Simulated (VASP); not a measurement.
# GaAs (F-43m) in VASP: further runs

The runs below take GaAs through single point, with HF, PBE.

All numbers are computed with VASP 6.6.1; they aren't measurements. Logs are shortened: lines on timing, memory, paths and dates and some standing lists are left out, and cuts for length are marked.

## 1. The cell of the first run

The structure is cubic, space group F-43m (No. 216). Conventional cell: a = 5.666 Å, b = 5.666 Å, c = 5.666 Å, α = 90.00°, β = 90.00°, γ = 90.00°. Ga (site symmetry -43m) has 4 As at 2.45 Å within 3.2 Å. As (site symmetry -43m) has 4 Ga at 2.45 Å within 3.2 Å.

## 2. Single point, HF

Contents of POSCAR:

```
GaAs
1.0
    0.0000000000      2.8330831922      2.8330831922
    2.8330831922      0.0000000000      2.8330831922
    2.8330831922      2.8330831922      0.0000000000
Ga As
1 1
Direct
    0.0000000000      0.0000000000      0.0000000000
    0.2500000000      0.2500000000      0.2500000000
```

Contents of INCAR.step1:

```
PREC = Accurate ; ENCUT = 520
EDIFF = 1E-5 ; ISMEAR = 0
SIGMA = 0.01 ; LREAL = F
LASPH = T ; NELM = 60
ALGO = Normal ; ISIF = 2
LWAVE = T ; GGA = PE
NBANDS = 16
```

Contents of INCAR.step2:

```
PREC = Accurate ; ENCUT = 520
EDIFF = 1E-6 ; ISMEAR = 0
SIGMA = 0.01 ; LREAL = F
LASPH = T ; NELM = 60
ALGO = Normal ; ISIF = 2
LWAVE = F ; LCHARG = T
GGA = PE ; LHFCALC = T
AEXX = 1.0 ; ALDAC = 0.0
AGGAC = 0.0 ; PRECFOCK = Normal
LELF = T ; LVHAR = T
ISTART = 1 ; NBANDS = 16
```

Contents of KPOINTS:

```
Automatic mesh
0
Gamma
  6 6 6
```

Potentials or basis: VASP PAW PBE potentials, release 64 (Ga_d, As).

The run is started by

```bash
cat potpaw_PBE.64/Ga_d/POTCAR potpaw_PBE.64/As/POTCAR > POTCAR
cp INCAR.step1 INCAR
mpirun -np 1 vasp_std > vasp.out
cp INCAR.step2 INCAR
mpirun -np 1 vasp_std > vasp.out
```

OUTCAR:

```text
PREC = Accurate
   ENCUT = 520
   EDIFF = 1E-6
   ISMEAR = 0
   LREAL = F
   LASPH = T
   NELM = 60
   ISIF = 2
   GGA = PE
   LHFCALC = T
   AEXX = 1.0
   PRECFOCK = Normal
   ISTART = 1

 ion  position               nearest neighbor table
   1  0.000  0.000  0.000-   2 2.45   2 2.45   2 2.45   2 2.45
   2  0.250  0.250  0.250-   1 2.45   1 2.45   1 2.45   1 2.45

  LATTYP: Found a face centered cubic cell.
 ALAT       =     5.6661663844

  Lattice vectors:

 A1 = (   0.0000000000,   2.8330831922,   2.8330831922)
 A2 = (   2.8330831922,   0.0000000000,   2.8330831922)
 A3 = (   2.8330831922,   2.8330831922,   0.0000000000)

Analysis of symmetry for initial positions (statically):
=====================================================================
 Subroutine PRICEL returns:
 Original cell was already a primitive cell.

 Routine SETGRP: Setting up the symmetry group for a
 face centered cubic supercell.

 Subroutine GETGRP returns: Found 24 space group operations
 (whereof 24 operations were pure point group operations)
 out of a pool of 48 trial point group operations.

The static configuration has the point symmetry T_d .

Analysis of symmetry for dynamics (positions and initial velocities):
=====================================================================
 Subroutine PRICEL returns:
 Original cell was already a primitive cell.

 Routine SETGRP: Setting up the symmetry group for a
 face centered cubic supercell.

 Subroutine GETGRP returns: Found 24 space group operations
 (whereof 24 operations were pure point group operations)
 out of a pool of 48 trial point group operations.

The dynamic configuration has the point symmetry T_d .

 Subroutine INISYM returns: Found 24 space group operations
 (whereof 24 operations are pure point group operations),
 and found     1 'primitive' translations

----------------------------------------------------------------------------------------

                                     Primitive cell

  volume of cell :      45.4787

  direct lattice vectors                    reciprocal lattice vectors
     0.000000000  2.833083192  2.833083192    -0.176486169  0.176486169  0.176486169
     2.833083192  0.000000000  2.833083192     0.176486169 -0.176486169  0.176486169
     2.833083192  2.833083192  0.000000000     0.176486169  0.176486169 -0.176486169
[... 81 lines left out ...]
   ISIF   =      2    stress and relaxation
   ISYM   =      3    0-nonsym 1-usesym 2-fastsym
   POTIM  = 0.5000    time-step for ionic-motion
   TEBEG  =    0.0;   TEEND  =   0.0 temperature during run
   PSTRESS=    0.0 pullay stress
   NELECT =      18.0000    total number of electrons
   NUPDOWN=      -1.0000    fix difference up-down
   EMIN   =  10.00;   EMAX   =-10.00  energy-range for DOS
   EFERMI =   0.00;   METHOD = LEGACY
   ISMEAR =     0;   SIGMA  =   0.01  broadening in eV -4-tet -1-fermi 0-gaus
   EFERMI_NEDOS =   21; number of points for ismear=-14 and -15
   IALGO  =     38    algorithm
   IMIX   =      1    mixing-type and parameters
     AMIX     =   0.40;   BMIX     =  1.00
     AMIX_MAG =   1.60;   BMIX_MAG =  1.00
  volume/ion in A,a.u.               =      22.74       153.45
  Fermi-wavevector in a.u.,A,eV,Ry     =   1.201978  2.271408 19.657016  1.444750
  Thomas-Fermi vector in A             =   2.337772
   LORBIT       =      0    0 simple, 1 ext, 2 COOP (PROOUT), +10 PAW based schemes
   GGA     = PE    functional components
   LHFCALC =     T    Hartree Fock is set to
   PRECFOCK=normal    Normal, Fast or Accurate (Low or Medium for compatibility)
   ENCUT4O =  -1.0   cutoff for four orbital integrals eV
   NKREDX  =     1    reduce k-point grid by
   NKREDY  =     1    reduce k-point grid by
   NKREDZ  =     1    reduce k-point grid by
   AEXX    =    1.0000 exact exchange contribution
   HFSCREEN=    0.0000 screening length (either q_TF or 0.3 A-1)
   HFSCREENC=   0.0000 screening length for correlation (either q_TF or 0.3 A-1)
   ENCUTFOCK=  -1.0 apply spherical cutoff to Coloumb kernel
   IVDW    =     0    specifies the selected vdW correction
   LEPSILON=     F    determine dielectric tensor
   LRPA    =     F    only Hartree local field effects (RPA)
 non-spin polarized calculation
 Gauss-broadening in eV      SIGMA  =   0.01
  energy-cutoff  :      520.00
  volume of cell :       45.48
 maximum number of plane-waves:      1243
 NGX is ok and might be reduce to    30
  NGX = 24; NGY = 24; NGZ = 24

 number of electron      17.9999990 magnetization

 Free energy of the ion-electron system (eV)
  ---------------------------------------------------
  ext. energy  EPLUGINS =         0.00000000
  ---------------------------------------------------
  free energy    TOTEN  =       -16.31311283 eV

  energy without entropy =      -16.31311283  energy(sigma->0) =      -16.31311283

 E-fermi :   1.9364     XC(G=0):   0.0000

 val. band max:        1.8802371202   @ k =   0.0000   0.0000   0.0000
 cond. band min:       9.1555171917   @ k =   0.5000   0.5000   0.0000
 fundamental gap:      7.2752800715
 Fermi energy:         1.9363717355

 k-point     1 :       0.0000    0.0000    0.0000
  band No.  band energies     occupation
      1     -23.2421      2.00000
      2     -23.2421      2.00000
      3     -23.2421      2.00000
      4     -23.1444      2.00000
      5     -23.1444      2.00000
      6     -15.7376      2.00000
[... 281 lines left out ...]
      3     -23.2079      2.00000
      4     -23.1552      2.00000
      5     -23.1410      2.00000
      6     -12.2896      2.00000
[... 8 lines left out ...]
     15      22.3449      0.00000
     16      23.2569      0.00000

------------------------ aborting loop because EDIFF is reached ----------------------------------------

  FORCE on cell =-STRESS in cart. coord.  units (eV):
  Direction    XX          YY          ZZ          XY          YZ          ZX
  --------------------------------------------------------------------------------------
  -------------------------------------------------------------------------------------
  Total        0.7903453      0.7903453      0.7903453      0.0000000      0.0000000      0.0000000
  in kB       27.8432227     27.8432227     27.8432227      0.0000000      0.0000000      0.0000000
  external PRESSURE =      27.8432227 kB  Pullay stress =       0.0000000 kB

 VOLUME and BASIS-vectors are now :
 -----------------------------------------------------------------------------
  energy-cutoff  :      520.00
  volume of cell :       45.48
      direct lattice vectors                 reciprocal lattice vectors
     0.000000000  2.833083192  2.833083192    -0.176486169  0.176486169  0.176486169
     2.833083192  0.000000000  2.833083192     0.176486169 -0.176486169  0.176486169
     2.833083192  2.833083192  0.000000000     0.176486169  0.176486169 -0.176486169

 POSITION                                       TOTAL-FORCE (eV/Angst)
 -----------------------------------------------------------------------------------
      0.00000      0.00000      0.00000        -0.000000     -0.000000     -0.000000
      1.41654      1.41654      1.41654         0.000000      0.000000      0.000000
 -----------------------------------------------------------------------------------
    total drift:                               -0.000024     -0.000022     -0.000016

  FREE ENERGIE OF THE ION-ELECTRON SYSTEM (eV)
  ---------------------------------------------------
  free  energy   TOTEN  =       -16.3131128324 eV

  energy  without entropy=      -16.3131128324  energy(sigma->0) =      -16.31311283
```

OSZICAR.step1:

```text
N       E                     dE             d eps       ncg     rms          rms(c)
DAV:   1     0.842391019551E+02    0.84239E+02   -0.91026E+03   520   0.158E+03
DAV:   2    -0.189597725819E+01   -0.86135E+02   -0.81627E+02   600   0.305E+02
DAV:   3    -0.829312526598E+01   -0.63971E+01   -0.63785E+01   616   0.660E+01
DAV:   4    -0.839450664116E+01   -0.10138E+00   -0.10136E+00   640   0.939E+00
DAV:   5    -0.839604329594E+01   -0.15367E-02   -0.15366E-02   600   0.101E+00    0.289E+00
DAV:   6    -0.825150121368E+01    0.14454E+00   -0.21449E-01   784   0.794E+00    0.174E+00
DAV:   7    -0.823153424178E+01    0.19967E-01   -0.64671E-02   664   0.182E+00    0.564E-01
DAV:   8    -0.823246056401E+01   -0.92632E-03   -0.10608E-02   600   0.116E+00    0.108E-01
DAV:   9    -0.823287766486E+01   -0.41710E-03   -0.96746E-04   632   0.371E-01    0.509E-02
DAV:  10    -0.823294803517E+01   -0.70370E-04   -0.74187E-05   656   0.880E-02    0.276E-02
DAV:  11    -0.823300134240E+01   -0.53307E-04   -0.74291E-05   584   0.650E-02    0.314E-03
DAV:  12    -0.823300160644E+01   -0.26404E-06   -0.11704E-06   480   0.155E-02
   1 F= -.82330016E+01 E0= -.82330016E+01  d E =-.445435E-51
```

Run time: 66 min. Hardware: 1 thread of Intel Xeon Platinum 8259CL at 2.50GHz (Skylake/Cascade Lake), shared host; peak memory 0.2 GiB.

What came out:

```
Free energy            : -16.3131 eV
Pressure               : 2.8 GPa
Band gap on the k mesh : 7.28 eV (least direct gap 7.51 eV)
```

Caveat: the PAW data sets were made with another functional, which shifts forces and pressure a little. A k mesh can miss the band edges.

## 3. Single point, PBE, non-collinear spin, zero start, spin-orbit coupling

Contents of INCAR:

```
PREC     = Accurate       # precision mode
ENCUT    = 510            # plane-wave cutoff, eV
EDIFF    = 1E-6           # SCF threshold, eV
ISMEAR   = -1             # smearing method
SIGMA    = 0.02           # smearing width, eV
LREAL    = False          # projectors in reciprocal space
LASPH    = True           # aspherical terms in the spheres
NELM     = 200            # most SCF steps
ALGO     = Normal         # electronic algorithm
ISIF     = 2              # what is computed and relaxed
LWAVE    = False          # write WAVECAR
LCHARG   = False          # write CHGCAR
MAGMOM   = 0 0 0 0 0 0    # initial moments
LORBIT   = 11             # projections on sites
LSORBIT  = True           # spin-orbit coupling
GGA_COMPAT= False        
LORBMOM  = True         
GGA      = PE             # functional
NBANDS   = 40             # bands
```

Contents of KPOINTS:

```
regular mesh
0
Gamma
  8 8 8
```

POSCAR is that of step 2.

Potentials or basis: VASP PAW PBE potentials, release 64 (Ga_d, As_d).

The run is started by

```bash
cat potpaw_PBE.64/Ga_d/POTCAR potpaw_PBE.64/As_d/POTCAR > POTCAR
mpirun -np 1 vasp_ncl > vasp.out
```

Run time: 95 s. Hardware: 1 thread of Intel Xeon 6975P-C (Granite Rapids), shared host; peak memory 0.33 GiB.

Results (log left out):

* Free energy: -8.2870 eV
* Pressure: 2.7 GPa
* Net moment: 0.00 μB per cell
* Valence electrons inside the program's atomic spheres: Ga 11.67; As 13.68

Moments on the atoms (μB; x, y, z):
```
Ga  0.00 0.00 0.00
As  0.00 0.00 0.00
```
